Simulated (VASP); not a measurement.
Set up this calculation in VASP 6.6.1, as the native input.

```
Task                   : single point
Functional             : PBE
Potentials or basis    : VASP PAW PBE potentials, release 64 (K_sv, F)
Cutoff                 : 520 eV
k mesh                 : 8 × 8 × 8
Occupations            : fermi-dirac, width 0.02 eV
Spin                   : no spin polarisation
Dipole correction      : no
Further INCAR settings : ALGO = Normal; EDIFF = 1e-06; NBANDS = 15
```

The structure of KF lies in POSCAR:

```
KF
1.0
    0.0000000000      3.0387275601      2.9354014298
    3.0387275601      0.0000000000      2.9354014298
    3.0387275601      3.0387275601      0.0000000000
K F
1 1
Direct
    0.0000000000      0.0000000000      0.0000000000
    0.2500000000      0.2500000000      0.2500000000
```

This cell differs from its parent crystal: biaxial xy strain +3.5%.

These files were run (other wordings do the same):

INCAR

```
PREC = Accurate
ENCUT = 520
EDIFF = 1E-6
ISMEAR = -1
SIGMA = 0.02
LREAL = F
LASPH = T
NELM = 100
ALGO = Normal
ISIF = 2
LWAVE = F
LCHARG = T
GGA = PE
LELF = T
LVHAR = T
NBANDS = 15
```

KPOINTS

```
Automatic mesh
0
Gamma
  8 8 8
```

Potentials or basis: VASP PAW PBE potentials, release 64 (K_sv, F).

Run with:

```sh
$ cat potpaw_PBE.64/K_sv/POTCAR potpaw_PBE.64/F/POTCAR > POTCAR
$ mpirun -np 1 vasp_std > vasp.out
```

It gave:

| Item | Value |
| --- | --- |
| Pressure | -0.6 GPa |
| Band gap on the k mesh | 4.97 eV (least direct gap 5.13 eV) |

Caveat: the cell differs from its parent crystal (biaxial xy strain +3.5%); the structure was generated, so it needn't be the stable form of KF.

Run time: 58 s on 1 thread of AMD EPYC 7R13 (shared host), peak memory 0.17 GiB.
